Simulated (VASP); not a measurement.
# CdO (Fm-3m) in VASP: notebook, part 2 of 2

VASP 6.6.1. Earlier steps stand in the parts before.

### 4 Relaxation of cell and atoms, PBE, target pressure 150 GPa, at which the enthalpy is minimised

This run uses another cell than the first one, of 9.36 Å³/atom.

Contents of INCAR:

```
  ALGO = Normal
  EDIFF = 1E-7
  EDIFFG = -0.004
  ENCUT = 600
  GGA = PE
  GGA_COMPAT = False
  IBRION = 2
  ISIF = 3
  ISMEAR = 0
  LASPH = True
  LCHARG = False
  LREAL = False
  LWAVE = False
  NELM = 120
  NELMIN = 4
  NSW = 70
  PREC = Accurate
  PSTRESS = 1500.0
  SIGMA = 0.1
```

Contents of KPOINTS:

```
k-points
0
Gamma
  16 16 16
```

Contents of POSCAR:

```
CdO
1.0
    0.0000000000      2.1072032879      2.1072032879
    2.1072032879      0.0000000000      2.1072032879
    2.1072032879      2.1072032879      0.0000000000
Cd O
1 1
Direct
    0.0000000000      0.0000000000      0.0000000000
    0.5000000000      0.5000000000      0.5000000000
```

Potentials or basis: VASP PAW PBE potentials, release 64 (Cd, O).

Run with:

```console
$ cat potpaw_PBE.64/Cd/POTCAR potpaw_PBE.64/O/POTCAR > POTCAR
$ mpirun -np 1 vasp_std > vasp.out
```

OUTCAR:

```text
EDIFF = 1E-7
   EDIFFG = -0.004
   ENCUT = 600
   GGA = PE
   IBRION = 2
   ISIF = 3
   ISMEAR = 0
   LASPH = True
   LREAL = False
   NELM = 120
   NELMIN = 4
   NSW = 70
   PREC = Accurate
   PSTRESS = 1500.0

 ion  position               nearest neighbor table
   1  0.000  0.000  0.000-   2 2.11   2 2.11   2 2.11   2 2.11   2 2.11   2 2.11
   2  0.500  0.500  0.500-   1 2.11   1 2.11   1 2.11   1 2.11   1 2.11   1 2.11

  LATTYP: Found a face centered cubic cell.
 ALAT       =     4.2144065758

  Lattice vectors:

 A1 = (   0.0000000000,   2.1072032879,   2.1072032879)
 A2 = (   2.1072032879,   0.0000000000,   2.1072032879)
 A3 = (   2.1072032879,   2.1072032879,   0.0000000000)

Analysis of symmetry for initial positions (statically):
=====================================================================
 Subroutine PRICEL returns:
 Original cell was already a primitive cell.

 Routine SETGRP: Setting up the symmetry group for a
 face centered cubic supercell.

 Subroutine GETGRP returns: Found 48 space group operations
 (whereof 48 operations were pure point group operations)
 out of a pool of 48 trial point group operations.

The static configuration has the point symmetry O_h .

Analysis of symmetry for dynamics (positions and initial velocities):
=====================================================================
 Subroutine PRICEL returns:
 Original cell was already a primitive cell.

 Routine SETGRP: Setting up the symmetry group for a
 face centered cubic supercell.

 Subroutine GETGRP returns: Found 48 space group operations
 (whereof 48 operations were pure point group operations)
 out of a pool of 48 trial point group operations.

The dynamic configuration has the point symmetry O_h .

 Subroutine INISYM returns: Found 48 space group operations
 (whereof 48 operations are pure point group operations),
 and found     1 'primitive' translations

----------------------------------------------------------------------------------------

                                     Primitive cell

  volume of cell :      18.7133

  direct lattice vectors                    reciprocal lattice vectors
     0.000000000  2.107203288  2.107203288    -0.237281331  0.237281331  0.237281331
     2.107203288  0.000000000  2.107203288     0.237281331 -0.237281331  0.237281331
     2.107203288  2.107203288  0.000000000     0.237281331  0.237281331 -0.237281331

  length of vectors
     2.980035468  2.980035468  2.980035468     0.410983320  0.410983320  0.410983320

  position of ions in fractional coordinates (direct lattice)
     0.000000000  0.000000000  0.000000000
     0.500000000  0.500000000  0.500000000

  ion indices of the primitive-cell ions
   primitive index   ion index
                 1           1
                 2           2

----------------------------------------------------------------------------------------

 KPOINTS: k-points

Automatic generation of k-mesh.
 Grid dimensions read from file:
 generate k-points for:   16   16   16

 Generating k-lattice:

  Cartesian coordinates                     Fractional coordinates (reciprocal lattice)
    -0.014830083  0.014830083  0.014830083     0.062500000  0.000000000  0.000000000
     0.014830083 -0.014830083  0.014830083     0.000000000  0.062500000  0.000000000
     0.014830083  0.014830083 -0.014830083     0.000000000  0.000000000  0.062500000
[... 42 lines left out ...]
   dimension x,y,z NGX =    24 NGY =   24 NGZ =   24
   dimension x,y,z NGXF=    48 NGYF=   48 NGZF=   48
   ions per type =               1   1
   NGX,Y,Z   is equivalent  to a cutoff of  13.39, 13.39, 13.39 a.u.
   NGXF,Y,Z  is equivalent  to a cutoff of  26.78, 26.78, 26.78 a.u.
 SYSTEM =  unknown system
   PREC   = accura    normal or accurate (medium, high low for compatibility)
   ISTART =      0    job   : 0-new  1-cont  2-samecut
   ICHARG =      2    charge: 1-file 2-atom 10-const
   ISPIN  =      1    spin polarized calculation?
   LNONCOLLINEAR =      F non collinear calculations
   LSORBIT =      F    spin-orbit coupling
   LASPH  =      T    aspherical Exc in radial PAW
   ENCUT  =  600.0 eV  44.10 Ry    6.64 a.u.   5.95  5.95  5.95*2*pi/ulx,y,z
   NELM   =    120;   NELMIN=  4; NELMDL= -5     # of ELM steps
   EDIFF  = 0.1E-06   stopping-criterion for ELM
   LREAL  =      F    real-space projection
   EDIFFG = -.4E-02   stopping-criterion for IOM
   NSW    =     70    number of steps for IOM
   IBRION =      2    ionic relax: 0-MD 1-quasi-New 2-CG
   NFREE  =      1    steps in history (QN), initial steepest desc. (CG)
   ISIF   =      3    stress and relaxation
   ISYM   =      2    0-nonsym 1-usesym 2-fastsym
   POTIM  = 0.5000    time-step for ionic-motion
   TEBEG  =    0.0;   TEEND  =   0.0 temperature during run
   PSTRESS= 1500.0 pullay stress
   NELECT =      18.0000    total number of electrons
   NUPDOWN=      -1.0000    fix difference up-down
   EMIN   =  10.00;   EMAX   =-10.00  energy-range for DOS
   EFERMI =   0.00;   METHOD = LEGACY
   ISMEAR =     0;   SIGMA  =   0.10  broadening in eV -4-tet -1-fermi 0-gaus
   EFERMI_NEDOS =   21; number of points for ismear=-14 and -15
   IALGO  =     38    algorithm
   IMIX   =      4    mixing-type and parameters
     AMIX     =   0.40;   BMIX     =  1.00
     AMIX_MAG =   1.60;   BMIX_MAG =  1.00
  volume/ion in A,a.u.               =       9.36        63.14
  Fermi-wavevector in a.u.,A,eV,Ry     =   1.616029  3.053853 35.532305  2.611551
  Thomas-Fermi vector in A             =   2.710682
   LORBIT       =      0    0 simple, 1 ext, 2 COOP (PROOUT), +10 PAW based schemes
   GGA     = PE    functional components
   LHFCALC =     F    Hartree Fock is set to
   AEXX    =    0.0000 exact exchange contribution
   IVDW    =     0    specifies the selected vdW correction
   LEPSILON=     F    determine dielectric tensor
   LRPA    =     F    only Hartree local field effects (RPA)
 conjugate gradient relaxation of ions
 non-spin polarized calculation
 Gauss-broadening in eV      SIGMA  =   0.10
  energy-cutoff  :      600.00
  volume of cell :       18.71
 maximum number of plane-waves:       637
   NGX = 11   NGY = 11   NGZ = 11

--------------------------------------- Ionic step        1  -------------------------------------------

 number of electron      18.0000010 magnetization

 Free energy of the ion-electron system (eV)
  ---------------------------------------------------
  ext. energy  EPLUGINS =         0.00000000
  ---------------------------------------------------
  free energy    TOTEN  =        -5.48632544 eV

  energy without entropy =       -5.48631120  energy(sigma->0) =       -5.48631832

------------------------ aborting loop because EDIFF is reached ----------------------------------------

  FORCE on cell =-STRESS in cart. coord.  units (eV):
  Direction    XX          YY          ZZ          XY          YZ          ZX
  --------------------------------------------------------------------------------------
  -------------------------------------------------------------------------------------
  Total       13.9518280     13.9518280     13.9518280      0.0000000      0.0000000     -0.0000000
  in kB     1194.5171620   1194.5171620   1194.5171620      0.0000000      0.0000000     -0.0000000
  external PRESSURE =    -305.4828380 kB  Pullay stress =    1500.0000000 kB
[... 25 lines left out ...]
--------------------------------------- Ionic step        2  -------------------------------------------

 number of electron      18.0000000 magnetization

 E-fermi :  11.4047     XC(G=0): -15.4514

 val. band max:       10.8648954361   @ k =   0.5000   0.0000   0.0000
 cond. band min:      11.9058036420   @ k =   0.0000   0.0000   0.0000
 fundamental gap:      1.0409082059
 Fermi energy:        11.4047434365

 k-point     1 :       0.0000    0.0000    0.0000
  band No.  band energies     occupation
      1     -14.1223      2.00000
      2       0.3835      2.00000
      3       0.3835      2.00000
      4       0.3835      2.00000
      5       1.4415      2.00000
      6       1.4415      2.00000
      7       5.4187      2.00000
      8       5.4187      2.00000
      9       5.4187      2.00000
     10      11.9058      0.00000
     11      24.6484      0.00000
     12      32.1630      0.00000
     13      32.1630      0.00000
[... 481 lines left out ...]
--------------------------------------- Ionic step        5  -------------------------------------------

 number of electron      18.0000000 magnetization

 Free energy of the ion-electron system (eV)
  ---------------------------------------------------
  ext. energy  EPLUGINS =         0.00000000
  ---------------------------------------------------
  free energy    TOTEN  =        -4.77522762 eV

  energy without entropy =       -4.77522575  energy(sigma->0) =       -4.77522668

 E-fermi :   6.9865     XC(G=0): -13.9553

 val. band max:        6.7584549033   @ k =   0.5000   0.0000   0.0000
 cond. band min:       7.1552203974   @ k =   0.0000   0.0000   0.0000
 fundamental gap:      0.3967654941
 Fermi energy:         6.9864785756

 k-point     1 :       0.0000    0.0000    0.0000
  band No.  band energies     occupation
      1     -14.5917      2.00000
      2      -1.6139      2.00000
      3      -1.6139      2.00000
      4      -1.6139      2.00000
      5      -0.9392      2.00000
      6      -0.9392      2.00000
      7       3.3150      2.00000
      8       3.3150      2.00000
      9       3.3150      2.00000
     10       7.1552      0.01702
     11      21.5326      0.00000
     12      26.3984      0.00000
     13      26.3984      0.00000
[... 401 lines left out ...]
  energy  without entropy=       -4.7752257468  energy(sigma->0) =       -4.77522668

  enthalpy is  TOTEN    =        11.9495903264 eV   P V=       16.7248179463

 reached required accuracy - stopping structural energy minimisation
```

Wall time 5.1 min (1 thread of AMD EPYC 7R13, shared host); peak memory 0.16 GiB.

What came out:

* Free energy: -4.7752 eV
* Relaxed volume: 8.93 Å³/atom
* Relaxed cell: a = 2.934 Å, b = 2.934 Å, c = 2.934 Å, α = 60.00°, β = 60.00°, γ = 60.00°
* Space group after relaxing (to 0.1 Å): Fm-3m (No. 225)
* Energy change on relaxing (the run minimises the enthalpy): +355.5 meV/atom
* Ionic steps: 5
* Pressure after relaxing: 150.0 GPa
* Band gap on the k mesh: 0.40 eV (least direct gap 3.84 eV)

The path:
```tsv
step	energy change (eV)	largest force (eV/Å)	pressure (GPa)	volume (Å³)
1	0.0000	0.0000	119.45	18.71
2	6.3265	0.0000	392.71	14.29
3	0.6326	0.0000	146.65	17.95
4	0.6946	0.0000	149.30	17.88
5	0.7111	0.0000	150.01	17.86
```

Final structure:
```
Cd O
1.0
     0.00000    2.07484    2.07484
     2.07484    0.00000    2.07484
     2.07484    2.07484    0.00000
Cd O
1 1
Direct
  0.00000 0.00000 0.00000
  0.50000 0.50000 0.50000
```

Caveat: the cell is relaxed towards a set pressure, so the run minimises the enthalpy, not the energy.

### 5 The runs side by side

| cell | gap on the mesh (eV) | pressure (GPa) |
| --- | --- | --- |
| relaxed to 150 GPa from a = 2.922 Å, angles 60.0°, 2 atoms | 0.40 | 150.0 |
| relaxed to 112.5 GPa from a = 2.980 Å, angles 60.0°, 2 atoms | 0.25 | 112.5 |
| relaxed to 150 GPa from a = 2.980 Å, angles 60.0°, 2 atoms | 0.40 | 150.0 |

Alike in all rows: task relaxation of cell and atoms; level PBE; potentials or basis VASP PAW PBE potentials, release 64 (Cd, O); no spin polarisation; k mesh 16 × 16 × 16; cutoff (eV) 600; smearing gaussian 0.1 eV.

Caveats: the cell is relaxed towards a set pressure, so the run minimises the enthalpy, not the energy.

Absolute energies hang on the potentials; compare differences alone.
